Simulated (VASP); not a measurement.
# ZnAsP2 (I-42d) in VASP: single point with PBE

Aim: the single point of ZnAsP2 with PBE.

Program: VASP 6.6.1. These are calculated values, not measurements. Logs are shortened: lines on timing, memory, paths and dates and some standing lists are left out, and cuts for length are marked.

**1. The cell of the first run**

Symmetry: I-42d, No. 122, tetragonal system. Conventional cell: a = 5.519 Å, b = 5.519 Å, c = 10.876 Å, α = 90.00°, β = 90.00°, γ = 90.00°. As (site symmetry -4) has 4 P at 2.33 Å within 3.1 Å. Zn (site symmetry -4) has 4 P at 2.42 Å within 3.2 Å. P (site symmetry 2) has 2 As at 2.33 Å and 2 Zn at 2.42 Å within 3.1 Å.

**2. Single point, PBE**

Input file POSCAR:

```
ZnAsP2
1.0
    0.0000000000      5.5187460000      0.0000000000
    5.5187460000      0.0000000000      0.0000000000
    2.7593730000      2.7593730000     -5.4378850000
As Zn P
2 2 4
Direct
    0.5000000000      0.5000000000      0.0000000000
    0.2500000000      0.7500000000      0.5000000000
    0.0000000000      0.0000000000      0.0000000000
    0.7500000000      0.2500000000      0.5000000000
    0.3750000000      0.3890000000      0.7500000000
    0.6110000000      0.1250000000      0.2500000000
    0.8750000000      0.8610000000      0.7500000000
    0.1390000000      0.6250000000      0.2500000000
```

Input file INCAR.step1:

```
SYSTEM = ZnAsP2
PREC     = Accurate       ! precision mode
ENCUT    = 520            ! plane-wave cutoff, eV
EDIFF    = 1E-6           ! SCF threshold, eV
ISMEAR   = -5             ! smearing method
SIGMA    = 0.1            ! smearing width, eV
LREAL    = .FALSE.        ! projectors in reciprocal space
LASPH    = .TRUE.         ! aspherical terms in the spheres
NELM     = 100            ! most SCF steps
ALGO     = Normal         ! electronic algorithm
ISIF     = 2              ! what is computed and relaxed
LWAVE    = .FALSE.        ! write WAVECAR
LCHARG   = .TRUE.         ! write CHGCAR
GGA      = PE             ! functional
NBANDS   = 37             ! bands
```

Input file KPOINTS.step1:

```
regular mesh
0
G
  5 5 5
  0 0 0
```

Input file INCAR.step2:

```
SYSTEM = ZnAsP2
PREC     = Accurate       ! precision mode
ENCUT    = 520            ! plane-wave cutoff, eV
EDIFF    = 1E-6           ! SCF threshold, eV
ISMEAR   = -5             ! smearing method
SIGMA    = 0.1            ! smearing width, eV
LREAL    = .FALSE.        ! projectors in reciprocal space
LASPH    = .TRUE.         ! aspherical terms in the spheres
NELM     = 100            ! most SCF steps
ALGO     = Normal         ! electronic algorithm
ISIF     = 2              ! what is computed and relaxed
LWAVE    = .FALSE.        ! write WAVECAR
LCHARG   = .FALSE.        ! write CHGCAR
GGA      = PE             ! functional
LORBIT   = 10             ! projections on sites
NBANDS   = 37             ! bands
NEDOS    = 1001           ! points of the DOS
ICHARG   = 11             ! starting density
```

Input file KPOINTS.step2:

```
regular mesh
0
G
  8 8 8
  0 0 0
```

Potentials or basis: VASP PAW PBE potentials, release 64 (As, Zn, P).

Run with:

```bash
$ cat potpaw_PBE.64/As/POTCAR potpaw_PBE.64/Zn/POTCAR potpaw_PBE.64/P/POTCAR > POTCAR
$ cp INCAR.step1 INCAR
$ cp KPOINTS.step1 KPOINTS
$ mpirun -np 1 vasp_std > vasp.out
$ cp INCAR.step2 INCAR
$ cp KPOINTS.step2 KPOINTS
$ mpirun -np 1 vasp_std > vasp.out
```

OUTCAR:

```text
SYSTEM = ZnAsP2
   PREC = Accurate
   ENCUT = 520
   EDIFF = 1E-6
   ISMEAR = -5
   LREAL = .FALSE.
   LASPH = .TRUE.
   NELM = 100
   ISIF = 2
   GGA = PE
   LORBIT = 10
   ICHARG = 11

 ion  position               nearest neighbor table
   1  0.500  0.500  0.000-   5 2.33   6 2.33   7 2.33   8 2.33
   2  0.250  0.750  0.500-   5 2.33   6 2.33   7 2.33   8 2.33
   3  0.000  0.000  0.000-   5 2.42   6 2.42   7 2.42   8 2.42
   4  0.750  0.250  0.500-   5 2.42   6 2.42   7 2.42   8 2.42
   5  0.375  0.389  0.750-   1 2.33   2 2.33   3 2.42   4 2.42
   6  0.611  0.125  0.250-   1 2.33   2 2.33   3 2.42   4 2.42
   7  0.875  0.861  0.750-   1 2.33   2 2.33   3 2.42   4 2.42
   8  0.139  0.625  0.250-   1 2.33   2 2.33   3 2.42   4 2.42

  LATTYP: Found a body centered tetragonal cell.
 ALAT       =     5.5187460000
 C/A-ratio  =     1.9706958791

  Lattice vectors:

 A1 = (  -2.7593730000,   2.7593730000,   5.4378850000)
 A2 = (   2.7593730000,  -2.7593730000,   5.4378850000)
 A3 = (   2.7593730000,   2.7593730000,  -5.4378850000)

Analysis of symmetry for initial positions (statically):
=====================================================================
 Subroutine PRICEL returns:
 Original cell was already a primitive cell.

 Routine SETGRP: Setting up the symmetry group for a
 body centered tetragonal supercell.

 Subroutine GETGRP returns: Found  8 space group operations
 (whereof  4 operations were pure point group operations)
 out of a pool of 16 trial point group operations.

The static configuration has the point symmetry S_4 .
 The point group associated with its full space group is D_2d.

Analysis of symmetry for dynamics (positions and initial velocities):
=====================================================================
 Subroutine PRICEL returns:
 Original cell was already a primitive cell.

 Routine SETGRP: Setting up the symmetry group for a
 body centered tetragonal supercell.

 Subroutine GETGRP returns: Found  8 space group operations
 (whereof  4 operations were pure point group operations)
 out of a pool of 16 trial point group operations.

The dynamic configuration has the point symmetry S_4 .
 The point group associated with its full space group is D_2d.

 Subroutine INISYM returns: Found  8 space group operations
 (whereof  4 operations are pure point group operations),
 and found     1 'primitive' translations

----------------------------------------------------------------------------------------

                                     Primitive cell

  volume of cell :     165.6193

  direct lattice vectors                    reciprocal lattice vectors
     0.000000000  5.518746000  0.000000000     0.000000000  0.181200584  0.091947513
     5.518746000  0.000000000  0.000000000     0.181200584  0.000000000  0.091947513
     2.759373000  2.759373000 -5.437885000     0.000000000  0.000000000 -0.183895025

  length of vectors
     5.518746000  5.518746000  6.693195947     0.203194480  0.203194480  0.183895025

  position of ions in fractional coordinates (direct lattice)
     0.500000000  0.500000000  0.000000000
     0.250000000  0.750000000  0.500000000
     0.000000000  0.000000000  0.000000000
     0.750000000  0.250000000  0.500000000
     0.375000000  0.389000000  0.750000000
     0.611000000  0.125000000  0.250000000
     0.875000000  0.861000000  0.750000000
     0.139000000  0.625000000  0.250000000

  ion indices of the primitive-cell ions
   primitive index   ion index
                 1           1
                 2           2
                 3           3
                 4           4
                 5           5
                 6           6
                 7           7
                 8           8

----------------------------------------------------------------------------------------

 KPOINTS: regular mesh

Automatic generation of k-mesh.
 Grid dimensions read from file:
 generate k-points for:    8    8    8

 Generating k-lattice:

  Cartesian coordinates                     Fractional coordinates (reciprocal lattice)
     0.000000000  0.022650073  0.011493439     0.125000000  0.000000000 -0.000000000
     0.022650073  0.000000000  0.011493439     0.000000000  0.125000000 -0.000000000
     0.000000000  0.000000000 -0.022986878     0.000000000  0.000000000  0.125000000

  Length of vectors
     0.025399310  0.025399310  0.022986878

  Shift w.r.t. Gamma in fractional coordinates (k-lattice)
     0.000000000  0.000000000  0.000000000

 TETIRR: Found    655 inequivalent tetrahedra from     3072

 Subroutine IBZKPT returns following result:
 ===========================================

 Found     59 irreducible k-points:

 Following reciprocal coordinates:
            Coordinates               Weight
  0.000000  0.000000  0.000000      1.000000
  0.125000  0.000000  0.000000      8.000000
  0.250000  0.000000  0.000000      8.000000
  0.375000  0.000000  0.000000      8.000000
  0.500000  0.000000  0.000000      4.000000
  0.125000  0.125000  0.000000      8.000000
[... 16 lines left out ...]
  0.250000  0.000000  0.125000      4.000000
  0.375000  0.000000  0.125000      8.000000
 [... further k-points ...]
   k-points           NKPTS =     59   k-points in BZ     NKDIM =     59   number of bands    NBANDS=     37
   number of dos      NEDOS =   1001   number of ions     NIONS =      8
   total plane-waves  NPLWV =  88200
   dimension x,y,z NGX =    42 NGY =   42 NGZ =   50
   dimension x,y,z NGXF=    84 NGYF=   84 NGZF=  100
   ions per type =               2   2   4
   NGX,Y,Z   is equivalent  to a cutoff of  12.65, 12.65, 12.42 a.u.
   NGXF,Y,Z  is equivalent  to a cutoff of  25.30, 25.30, 24.84 a.u.
 SYSTEM =  ZnAsP2
   PREC   = accura    normal or accurate (medium, high low for compatibility)
   ISTART =      0    job   : 0-new  1-cont  2-samecut
   ICHARG =     11    charge: 1-file 2-atom 10-const
   ISPIN  =      1    spin polarized calculation?
   LNONCOLLINEAR =      F non collinear calculations
   LSORBIT =      F    spin-orbit coupling
   LASPH  =      T    aspherical Exc in radial PAW
   ENCUT  =  520.0 eV  38.22 Ry    6.18 a.u.  10.26 10.26 12.44*2*pi/ulx,y,z
   NELM   =    100;   NELMIN=  2; NELMDL=  0     # of ELM steps
   EDIFF  = 0.1E-05   stopping-criterion for ELM
   LREAL  =      F    real-space projection
   EDIFFG = 0.1E-04   stopping-criterion for IOM
   NSW    =      0    number of steps for IOM
   IBRION =     -1    ionic relax: 0-MD 1-quasi-New 2-CG
   NFREE  =      0    steps in history (QN), initial steepest desc. (CG)
   ISIF   =      2    stress and relaxation
   ISYM   =      2    0-nonsym 1-usesym 2-fastsym
   POTIM  = 0.5000    time-step for ionic-motion
   TEBEG  =    0.0;   TEEND  =   0.0 temperature during run
   PSTRESS=    0.0 pullay stress
   NELECT =      54.0000    total number of electrons
   NUPDOWN=      -1.0000    fix difference up-down
   EMIN   =  10.00;   EMAX   =-10.00  energy-range for DOS
   EFERMI =   0.00;   METHOD = LEGACY
   ISMEAR =    -5;   SIGMA  =   0.10  broadening in eV -4-tet -1-fermi 0-gaus
   EFERMI_NEDOS =   21; number of points for ismear=-14 and -15
   IALGO  =     38    algorithm
   IMIX   =      4    mixing-type and parameters
     AMIX     =   0.40;   BMIX     =  1.00
     AMIX_MAG =   1.60;   BMIX_MAG =  1.00
  volume/ion in A,a.u.               =      20.70       139.71
  Fermi-wavevector in a.u.,A,eV,Ry     =   1.126771  2.129289 17.274144  1.269614
  Thomas-Fermi vector in A             =   2.263455
   LORBIT       =     10    0 simple, 1 ext, 2 COOP (PROOUT), +10 PAW based schemes
   GGA     = PE    functional components
   LHFCALC =     F    Hartree Fock is set to
   AEXX    =    0.0000 exact exchange contribution
   IVDW    =     0    specifies the selected vdW correction
   LEPSILON=     F    determine dielectric tensor
   LRPA    =     F    only Hartree local field effects (RPA)
 non-spin polarized calculation
 Fermi weights with tetrahedron method with Bloechl corrections
  energy-cutoff  :      520.00
  volume of cell :      165.62
 maximum number of plane-waves:      4492
 NGX is ok and might be reduce to    42

 number of electron      54.0000008 magnetization

 Free energy of the ion-electron system (eV)
  ---------------------------------------------------
  ext. energy  EPLUGINS =         0.00000000
  ---------------------------------------------------
  free energy    TOTEN  =       -31.97246339 eV

  energy without entropy =      -31.97246339  energy(sigma->0) =      -31.97246339

 E-fermi :   5.0000     XC(G=0):  -9.5998

 val. band max:        5.0755550034   @ k =  -0.2500  -0.2500   0.2500
 cond. band min:       4.9453680022   @ k =   0.0000   0.0000   0.0000
 fundamental gap:     -0.1301870012
 Fermi energy:         5.0000219159

 k-point     1 :       0.0000    0.0000    0.0000
  band No.  band energies     occupation
      1     -10.2952      2.00000
      2      -7.8455      2.00000
      3      -6.4311      2.00000
      4      -6.3732      2.00000
      5      -6.3732      2.00000
      6      -3.8056      2.00000
[... 29 lines left out ...]
     36       8.3909      0.00000
     37       9.1772      0.00000

 k-point     2 :       0.1250    0.0000    0.0000
  band No.  band energies     occupation
      1     -10.2425      2.00000
      2      -8.0094      2.00000
      3      -6.4501      2.00000
      4      -6.4228      2.00000
      5      -6.2116      2.00000
      6      -3.8310      2.00000
[... 29 lines left out ...]
     36       8.7422      0.00000
     37       9.2344      0.00000
[... 838 lines left out ...]
     36       8.8328      0.00000
     37       9.4706      0.00000

 k-point    24 :       0.3750    0.0000    0.1250
  band No.  band energies     occupation
      1      -9.9651      2.00000
      2      -8.5405      2.00000
      3      -6.8110      2.00000
      4      -6.4187      2.00000
      5      -5.6970      2.00000
      6      -3.8466      2.00000
[... 29 lines left out ...]
     36       9.1895      0.00000
     37       9.6090      0.00000

 [... further k-points ...]
[... 5 lines left out ...]
  --------------------------------------------------------------------------------------
  -------------------------------------------------------------------------------------
  Total        4.0063834      4.0063834      6.7482325      0.0000000      0.0000000      0.0000000
  in kB       38.7571881     38.7571881     65.2814493      0.0000000      0.0000000      0.0000000
  external PRESSURE =      47.5986085 kB  Pullay stress =       0.0000000 kB

 VOLUME and BASIS-vectors are now :
 -----------------------------------------------------------------------------
  energy-cutoff  :      520.00
  volume of cell :      165.62
      direct lattice vectors                 reciprocal lattice vectors
     0.000000000  5.518746000  0.000000000     0.000000000  0.181200584  0.091947513
     5.518746000  0.000000000  0.000000000     0.181200584  0.000000000  0.091947513
     2.759373000  2.759373000 -5.437885000     0.000000000  0.000000000 -0.183895025

 POSITION                                       TOTAL-FORCE (eV/Angst)
 -----------------------------------------------------------------------------------
      2.75937      2.75937      0.00000        -0.000000      0.000000      0.000000
      5.51875      2.75937     -2.71894        -0.000000     -0.000000      0.000000
      0.00000      0.00000      0.00000        -0.000000      0.000000      0.000000
      2.75937      5.51875     -2.71894        -0.000000      0.000000      0.000000
      4.21632      4.13906     -4.07841        -1.149452     -0.000000     -0.000000
      1.37969      4.06180     -1.35947        -0.000000      1.149452      0.000000
      6.82117      6.89843     -4.07841         1.149452     -0.000000      0.000000
      4.13906      1.45695     -1.35947        -0.000000     -1.149452      0.000000
 -----------------------------------------------------------------------------------
    total drift:                               -0.000018     -0.000018      0.000013

  FREE ENERGIE OF THE ION-ELECTRON SYSTEM (eV)
  ---------------------------------------------------
  free  energy   TOTEN  =       -31.9724633860 eV

  energy  without entropy=      -31.9724633860  energy(sigma->0) =      -31.97246339

 total charge

# of ion       s       p       d       tot
------------------------------------------
    1        1.290   1.398   0.094   2.782
    2        1.290   1.398   0.094   2.782
    3        0.564   0.480   9.749  10.793
    4        0.564   0.480   9.749  10.793
    5        1.062   1.432   0.000   2.495
    6        1.062   1.432   0.000   2.495
    7        1.062   1.432   0.000   2.495
    8        1.062   1.432   0.000   2.495
--------------------------------------------------
tot          7.957   9.486  19.685  37.128
```

It took 10 min on 1 thread of AMD EPYC 7R13, shared host; peak memory 0.45 GiB.

Results:

```
Valence electrons inside the program's atomic spheres : As 2.78; Zn 10.79; P 2.50
```

Caveat: tetrahedron occupations give inexact forces and stress in metals.
